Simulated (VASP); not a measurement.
# O (Fd-3m) in VASP: a series of runs

Runs on O. Level: PBE. Tasks: single point.

Program: VASP 6.6.1. These are calculated values, not measurements. Logs are shortened: lines on timing, memory, paths and dates and some standing lists are left out, and cuts for length are marked.

### Step 1. The cell of the first run

Symmetry: Fd-3m, No. 227, cubic system. Conventional cell: a = 4.533 Å, b = 4.533 Å, c = 4.533 Å, α = 90.00°, β = 90.00°, γ = 90.00°. O (site symmetry -43m) has 4 O at 1.96 Å within 2.6 Å.

### Step 2. Single point, PBE (Se replaced by O, lengths x 0.730, strained)

Contents of INCAR:

```
SYSTEM = O
ALGO = Normal ; EDIFF = 1E-7
ENCUT = 520 ; GGA = PE
ISIF = 2 ; ISMEAR = 0
LASPH = .True. ; LCHARG = .True.
LELF = .True. ; LREAL = .False.
LVHAR = .True. ; LWAVE = .False.
NBANDS = 13 ; NELM = 100
PREC = Accurate ; SIGMA = 0.1
```

Contents of KPOINTS:

```
k-points
0
Gamma
  8 8 8
  0 0 0
```

Contents of POSCAR:

```
O
1.0
    0.0000000000      2.2665817997      2.2665817997
    2.2665817997      0.0000000000      2.2665817997
    2.2665817997      2.2665817997      0.0000000000
O
2
Direct
    0.5000000000      0.5000000000      0.5000000000
    0.7500000000      0.7500000000      0.7500000000
```

Potentials or basis: VASP PAW PBE potentials, release 64 (O).

The run is started by

```sh
$ cat potpaw_PBE.64/O/POTCAR > POTCAR
$ mpirun -np 1 vasp_std > vasp.out
```

OUTCAR:

```text
SYSTEM = O
   EDIFF = 1E-7
   ENCUT = 520
   GGA = PE
   ISIF = 2
   ISMEAR = 0
   LASPH = .True.
   LREAL = .False.
   NELM = 100
   PREC = Accurate

 ion  position               nearest neighbor table
   1  0.500  0.500  0.500-   2 1.96   2 1.96   2 1.96   2 1.96
   2  0.750  0.750  0.750-   1 1.96   1 1.96   1 1.96   1 1.96

  LATTYP: Found a face centered cubic cell.
 ALAT       =     4.5331635994

  Lattice vectors:

 A1 = (   0.0000000000,   2.2665817997,   2.2665817997)
 A2 = (   2.2665817997,   0.0000000000,   2.2665817997)
 A3 = (   2.2665817997,   2.2665817997,   0.0000000000)

Analysis of symmetry for initial positions (statically):
=====================================================================
 Subroutine PRICEL returns:
 Original cell was already a primitive cell.

 Routine SETGRP: Setting up the symmetry group for a
 face centered cubic supercell.

 Subroutine GETGRP returns: Found 48 space group operations
 (whereof 24 operations were pure point group operations)
 out of a pool of 48 trial point group operations.

The static configuration has the point symmetry T_d .
 The point group associated with its full space group is O_h .

Analysis of symmetry for dynamics (positions and initial velocities):
=====================================================================
 Subroutine PRICEL returns:
 Original cell was already a primitive cell.

 Routine SETGRP: Setting up the symmetry group for a
 face centered cubic supercell.

 Subroutine GETGRP returns: Found 48 space group operations
 (whereof 24 operations were pure point group operations)
 out of a pool of 48 trial point group operations.

The dynamic configuration has the point symmetry T_d .
 The point group associated with its full space group is O_h .

 Subroutine INISYM returns: Found 48 space group operations
 (whereof 24 operations are pure point group operations),
 and found     1 'primitive' translations

----------------------------------------------------------------------------------------

                                     Primitive cell

  volume of cell :      23.2886

  direct lattice vectors                    reciprocal lattice vectors
     0.000000000  2.266581800  2.266581800    -0.220596495  0.220596495  0.220596495
     2.266581800  0.000000000  2.266581800     0.220596495 -0.220596495  0.220596495
     2.266581800  2.266581800  0.000000000     0.220596495  0.220596495 -0.220596495

  length of vectors
     3.205430721  3.205430721  3.205430721     0.382084337  0.382084337  0.382084337

  position of ions in fractional coordinates (direct lattice)
     0.500000000  0.500000000  0.500000000
     0.750000000  0.750000000  0.750000000

  ion indices of the primitive-cell ions
   primitive index   ion index
                 1           1
                 2           2

----------------------------------------------------------------------------------------

 KPOINTS: k-points

Automatic generation of k-mesh.
 Grid dimensions read from file:
 generate k-points for:    8    8    8

 Generating k-lattice:

  Cartesian coordinates                     Fractional coordinates (reciprocal lattice)
    -0.027574562  0.027574562  0.027574562     0.125000000  0.000000000  0.000000000
     0.027574562 -0.027574562  0.027574562     0.000000000  0.125000000  0.000000000
     0.027574562  0.027574562 -0.027574562     0.000000000  0.000000000  0.125000000

  Length of vectors
     0.047760542  0.047760542  0.047760542

  Shift w.r.t. Gamma in fractional coordinates (k-lattice)
     0.000000000  0.000000000  0.000000000

 Subroutine IBZKPT returns following result:
 ===========================================

 Found     29 irreducible k-points:

 Following reciprocal coordinates:
            Coordinates               Weight
  0.000000  0.000000  0.000000      1.000000
  0.125000  0.000000  0.000000      8.000000
  0.250000  0.000000  0.000000      8.000000
  0.375000  0.000000  0.000000      8.000000
  0.500000  0.000000  0.000000      4.000000
  0.125000  0.125000  0.000000      6.000000
[... 16 lines left out ...]
  0.500000  0.250000  0.125000     48.000000
 -0.375000  0.250000  0.125000     24.000000
 [... further k-points ...]
   k-points           NKPTS =     29   k-points in BZ     NKDIM =     29   number of bands    NBANDS=     13
   number of dos      NEDOS =    301   number of ions     NIONS =      2
   total plane-waves  NPLWV =  13824
   dimension x,y,z NGX =    24 NGY =   24 NGZ =   24
   dimension x,y,z NGXF=    48 NGYF=   48 NGZF=   48
   ions per type =               2
   NGX,Y,Z   is equivalent  to a cutoff of  12.45, 12.45, 12.45 a.u.
   NGXF,Y,Z  is equivalent  to a cutoff of  24.89, 24.89, 24.89 a.u.
 SYSTEM =  O
   PREC   = accura    normal or accurate (medium, high low for compatibility)
   ISTART =      0    job   : 0-new  1-cont  2-samecut
   ICHARG =      2    charge: 1-file 2-atom 10-const
   ISPIN  =      1    spin polarized calculation?
   LNONCOLLINEAR =      F non collinear calculations
   LSORBIT =      F    spin-orbit coupling
   LASPH  =      T    aspherical Exc in radial PAW
   ENCUT  =  520.0 eV  38.22 Ry    6.18 a.u.   5.96  5.96  5.96*2*pi/ulx,y,z
   NELM   =    100;   NELMIN=  2; NELMDL= -5     # of ELM steps
   EDIFF  = 0.1E-06   stopping-criterion for ELM
   LREAL  =      F    real-space projection
   EDIFFG = 0.1E-05   stopping-criterion for IOM
   NSW    =      0    number of steps for IOM
   IBRION =     -1    ionic relax: 0-MD 1-quasi-New 2-CG
   NFREE  =      0    steps in history (QN), initial steepest desc. (CG)
   ISIF   =      2    stress and relaxation
   ISYM   =      2    0-nonsym 1-usesym 2-fastsym
   POTIM  = 0.5000    time-step for ionic-motion
   TEBEG  =    0.0;   TEEND  =   0.0 temperature during run
   PSTRESS=    0.0 pullay stress
   NELECT =      12.0000    total number of electrons
   NUPDOWN=      -1.0000    fix difference up-down
   EMIN   =  10.00;   EMAX   =-10.00  energy-range for DOS
   EFERMI =   0.00;   METHOD = LEGACY
   ISMEAR =     0;   SIGMA  =   0.10  broadening in eV -4-tet -1-fermi 0-gaus
   EFERMI_NEDOS =   21; number of points for ismear=-14 and -15
   IALGO  =     38    algorithm
   IMIX   =      4    mixing-type and parameters
     AMIX     =   0.40;   BMIX     =  1.00
     AMIX_MAG =   1.60;   BMIX_MAG =  1.00
  volume/ion in A,a.u.               =      11.64        78.58
  Fermi-wavevector in a.u.,A,eV,Ry     =   1.312463  2.480196 23.436852  1.722560
  Thomas-Fermi vector in A             =   2.442854
   LORBIT       =      0    0 simple, 1 ext, 2 COOP (PROOUT), +10 PAW based schemes
   GGA     = PE    functional components
   LHFCALC =     F    Hartree Fock is set to
   AEXX    =    0.0000 exact exchange contribution
   IVDW    =     0    specifies the selected vdW correction
   LEPSILON=     F    determine dielectric tensor
   LRPA    =     F    only Hartree local field effects (RPA)
 non-spin polarized calculation
 Gauss-broadening in eV      SIGMA  =   0.10
  energy-cutoff  :      520.00
  volume of cell :       23.29
 maximum number of plane-waves:       638
   NGX = 11   NGY = 11   NGZ = 11

 number of electron      12.0000011 magnetization

 Free energy of the ion-electron system (eV)
  ---------------------------------------------------
  ext. energy  EPLUGINS =         0.00000000
  ---------------------------------------------------
  free energy    TOTEN  =        -6.13968985 eV

  energy without entropy =       -6.13171803  energy(sigma->0) =       -6.13570394

 E-fermi :  -0.4845     XC(G=0):  -9.5115

 val. band max:       -0.4985439110   @ k =   0.2500   0.0000   0.0000
 cond. band min:      -0.4777458918   @ k =   0.5000   0.1250   0.0000
 fundamental gap:      0.0207980191
 Fermi energy:        -0.4845369541

 k-point     1 :       0.0000    0.0000    0.0000
  band No.  band energies     occupation
      1     -21.0872      2.00000
      2     -14.3912      2.00000
      3      -3.8753      2.00000
      4      -3.8753      2.00000
      5      -3.8753      2.00000
      6      -1.0314      2.00000
      7      -1.0314      2.00000
      8      -1.0314      2.00000
      9       9.1675      0.00000
     10      22.6571      0.00000
     11      22.6571      0.00000
     12      22.6571      0.00000
     13      23.1576      0.00000

 k-point     2 :       0.1250    0.0000    0.0000
  band No.  band energies     occupation
      1     -20.9300      2.00000
      2     -14.6555      2.00000
      3      -4.0370      2.00000
      4      -4.0302      2.00000
      5      -4.0302      2.00000
      6      -0.8886      2.00000
      7      -0.8559      2.00000
      8      -0.8559      2.00000
      9       9.6265      0.00000
     10      20.9019      0.00000
     11      21.0538      0.00000
     12      21.0538      0.00000
     13      25.2448      0.00000

 k-point     3 :       0.2500    0.0000    0.0000
  band No.  band energies     occupation
      1     -20.4923      2.00000
      2     -15.3392      2.00000
      3      -4.4731      2.00000
      4      -4.3432      2.00000
      5      -4.3432      2.00000
      6      -0.4985      1.15705
      7      -0.4985      1.15702
      8      -0.4158      0.33124
      9      10.7003      0.00000
     10      18.4641      0.00000
     11      19.9331      0.00000
     12      19.9331      0.00000
     13      25.5566      0.00000
[... 305 lines left out ...]
 k-point    23 :       0.5000    0.2500    0.1250
  band No.  band energies     occupation
      1     -19.5254      2.00000
      2     -16.6141      2.00000
      3      -5.8703      2.00000
      4      -5.0129      2.00000
      5      -3.2757      2.00000
      6      -0.9989      2.00000
      7       0.2529      0.00000
      8       0.5883      0.00000
      9      12.1542      0.00000
     10      14.8506      0.00000
     11      19.8107      0.00000
     12      20.5795      0.00000
     13      26.3686      0.00000

 k-point    24 :      -0.3750    0.2500    0.1250
  band No.  band energies     occupation
      1     -19.1830      2.00000
      2     -17.0193      2.00000
      3      -6.0656      2.00000
      4      -5.1183      2.00000
      5      -3.2645      2.00000
      6      -0.8144      2.00000
      7       0.3225      0.00000
      8       0.7106      0.00000
      9      12.5552      0.00000
     10      14.3318      0.00000
     11      19.8427      0.00000
     12      20.0653      0.00000
     13      27.1276      0.00000

 [... further k-points ...]
[... 5 lines left out ...]
  --------------------------------------------------------------------------------------
  -------------------------------------------------------------------------------------
  Total       -1.2612586     -1.2612586     -1.2612586      0.0000000     -0.0000000      0.0000000
  in kB      -86.7701844    -86.7701844    -86.7701844      0.0000000     -0.0000000      0.0000000
  external PRESSURE =     -86.7701844 kB  Pullay stress =       0.0000000 kB

 VOLUME and BASIS-vectors are now :
 -----------------------------------------------------------------------------
  energy-cutoff  :      520.00
  volume of cell :       23.29
      direct lattice vectors                 reciprocal lattice vectors
     0.000000000  2.266581800  2.266581800    -0.220596495  0.220596495  0.220596495
     2.266581800  0.000000000  2.266581800     0.220596495 -0.220596495  0.220596495
     2.266581800  2.266581800  0.000000000     0.220596495  0.220596495 -0.220596495

 POSITION                                       TOTAL-FORCE (eV/Angst)
 -----------------------------------------------------------------------------------
      2.26658      2.26658      2.26658         0.000000      0.000000      0.000000
      3.39987      3.39987      3.39987        -0.000000     -0.000000     -0.000000
 -----------------------------------------------------------------------------------
    total drift:                               -0.000000      0.000000      0.000000

  FREE ENERGIE OF THE ION-ELECTRON SYSTEM (eV)
  ---------------------------------------------------
  free  energy   TOTEN  =        -6.1396898451 eV

  energy  without entropy=       -6.1317180323  energy(sigma->0) =       -6.13570394
```

It took 4.1 s on 1 thread of Intel Xeon Platinum 8488C (Sapphire Rapids), shared host; peak memory 0.13 GiB.

What came out:

| Item | Value |
| --- | --- |
| Free energy | -6.1397 eV |
| Pressure | -8.7 GPa |
| Band gap on the k mesh | zero (band 6 reaches -0.10 eV, above the bottom of band 7 at -1.03 eV) |

Levels at points of the mesh, in eV from the Fermi level:
```csv
k point,band 3,band 4,band 5,band 6,band 7,band 8,band 9,band 10
"(0.00, 0.00, 0.00)",-3.39,-3.39,-3.39,-0.55,-0.55,-0.55,9.65,23.14
"(0.50, 0.00, 0.00)",-4.61,-4.21,-4.21,0.39,0.39,0.90,13.15,15.66
"(0.50, 0.50, 0.00)",-5.16,-5.16,-2.01,-2.01,1.48,1.48,13.32,13.32
```

Caveat: the cell differs from its parent crystal (Se replaced by O, lengths x 0.730, strained).

### Step 3. Single point, PBE (Se replaced by O, lengths x 0.730, strained)

Contents of INCAR:

```
  PREC = Accurate
  ENCUT = 520
  EDIFF = 1E-6
  ISMEAR = 0
  SIGMA = 0.1
  LREAL = False
  LASPH = True
  NELM = 80
  ALGO = Normal
  ISIF = 2
  LWAVE = False
  LCHARG = False
  GGA = PE
  NBANDS = 13
```

Contents of KPOINTS:

```
regular mesh
0
Gamma
  16 16 16
```

POSCAR is that of step 2.

Potentials or basis: VASP PAW PBE potentials, release 64 (O).

The run is started by

```sh
$ cat potpaw_PBE.64/O/POTCAR > POTCAR
$ mpirun -np 1 vasp_std > vasp.out
```

Run time: 13 s. Hardware: 1 thread of Intel Xeon Platinum 8488C (Sapphire Rapids), shared host; peak memory 0.15 GiB.

The run converged. Its results:

```
Free energy            : -6.1405 eV
Pressure               : -8.6 GPa
Band gap on the k mesh : zero (band 6 reaches -0.10 eV, above the bottom of band 7 at -1.03 eV)
```

Levels at points of the mesh, in eV from the Fermi level:
```
           k point  band 3  band 4  band 5  band 6  band 7  band 8  band 9  band 10
(0.00, 0.00, 0.00)   -3.36   -3.36   -3.36   -0.52   -0.52   -0.52    9.68    23.17
(0.50, 0.00, 0.00)   -4.58   -4.18   -4.18    0.42    0.42    0.93   13.17    15.69
(0.50, 0.50, 0.00)   -5.13   -5.13   -1.98   -1.98    1.51    1.51   13.35    13.35
```

Caveat: the cell differs from its parent crystal (Se replaced by O, lengths x 0.730, strained).
